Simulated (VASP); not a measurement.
## SnSe: single point with PBE

SnSe:

```xyz
2
Lattice="0.0000 3.0875 3.0875 3.0875 0.0000 3.0875 3.0875 3.0875 0.0000" Properties=species:S:1:pos:R:3 pbc="T T T"
Sn    0.0000    0.0000    0.0000
Se    3.0875    3.0875    3.0875
```

This cell differs from its parent crystal: volume changed by +6%.

```yaml
Program: VASP 6.6.1
Task: single point
Functional: PBE
Potentials_or_basis: VASP PAW PBE potentials, release 64 (Sn_d, Se)
Cutoff: 520 eV
k_mesh: 6 × 6 × 6
Occupations: fermi-dirac, width 0.02 eV
Spin: no spin polarisation
Dipole_correction: no
Further_INCAR_settings: ALGO = Normal; EDIFF = 1e-06; NBANDS = 17
```

```yaml
Pressure: -2.8 GPa
Band_gap_on_the_k_mesh: 0.27 eV, direct
```

Levels at points of the mesh, in eV from the valence-band top:
| k point | band 6 | band 7 | band 8 | band 9 | band 10 | band 11 | band 12 | band 13 | band 14 | band 15 |
| --- | --- | --- | --- | --- | --- | --- | --- | --- | --- | --- |
| (0.00, 0.00, 0.00) | -13.43 | -5.34 | -2.03 | -2.03 | -2.03 | 3.99 | 3.99 | 3.99 | 5.91 | 5.91 |
| (0.50, 0.00, 0.00) | -12.66 | -7.73 | -1.80 | -1.80 | 0.00 | 0.27 | 1.25 | 1.25 | 8.00 | 9.77 |
| (0.50, 0.50, 0.00) | -12.45 | -6.04 | -5.00 | -3.34 | -3.34 | 3.23 | 4.88 | 4.88 | 5.44 | 10.17 |

Run time: 7.9 s on 1 thread of Intel Xeon 6975P-C (shared host), peak memory 0.18 GiB.

Caveat: spin-orbit coupling is left out, which moves the levels of the heavy elements. A k mesh can miss the band edges.
